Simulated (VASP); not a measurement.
Here is a VASP 6.6.1 calculation.

The input INCAR:

```
PREC = Accurate
ENCUT = 520
EDIFF = 1E-6
ISMEAR = -1
SIGMA = 0.05
LREAL = False
LASPH = True
NELM = 100
ALGO = Normal
ISIF = 2
LWAVE = False
LCHARG = False
GGA = RE
IVDW = 12
NBANDS = 13
```

File KPOINTS:

```
regular mesh
0
Gamma
  9 9 9
```

Contents of POSCAR:

```
Pb
1.0
    0.0000000000      2.4415696833      2.4415696833
    2.4415696833      0.0000000000      2.4415696833
    2.4415696833      2.4415696833      0.0000000000
Pb
1
Direct
    0.0000000000      0.0000000000      0.0000000000
```

Potentials or basis: VASP PAW PBE potentials, release 64 (Pb_d).

Run with:

```bash
$ cat potpaw_PBE.64/Pb_d/POTCAR > POTCAR
$ mpirun -np 1 vasp_std > vasp.out
```

Problem. Predict the dispersion energy per atom.

Solution. -0.766 eV.

Problem. What does it give for the pressure?

Solution. 1.4 GPa.

Problem. Estimate the band gap on the k mesh.

Solution. Zero (band 7 reaches 15.60 eV, above the bottom of band 8 at 6.21 eV).

Caveat: the PAW data sets were made with another functional, which shifts forces and pressure a little; spin-orbit coupling is left out, which moves the levels of the heavy elements; pairwise dispersion overbinds metals, which lowers pressure and volume.
